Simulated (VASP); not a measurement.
Crystal: BeTe.

```
Be Te
1.0
     4.03085    0.00000    0.00000
    -2.01543    3.49082    0.00000
     0.00000    0.00000    8.14405
Be Te
2 2
Cartesian
  0.0000 2.3272 2.0360
  2.0154 1.1636 6.1080
  2.0154 1.1636 2.0360
  0.0000 2.3272 6.1080
```

Base run:

| Item | Value |
| --- | --- |
| Program | VASP 6.6.1 |
| Functional | r2SCAN |
| Potentials or basis | VASP PAW PBE potentials, release 64 (Be, Te) |
| Cutoff | 520 eV |
| k mesh | 12 × 12 × 4 |
| Occupations | gaussian, width 0.01 eV |
| Spin | no spin polarisation |

Its results: band gap on the k mesh 3.04 eV, indirect (least direct gap 3.22 eV); pressure 0.0 GPa.

**Question.** The run is repeated on the same cell with these changes: functional from r2SCAN to PBE. What comes out?

**Answer.** Band gap on the k mesh 2.59 eV, indirect (least direct gap 2.77 eV); pressure 0.4 GPa.

r2SCAN gives the wider gap, since meta-GGAs in the generalised Kohn-Sham scheme recover part of the derivative discontinuity.

Caveats: spin-orbit coupling is left out, which moves the levels of the heavy elements; the PAW data sets were made with another functional, which shifts forces and pressure a little (some runs).

A k mesh can miss the band edges.
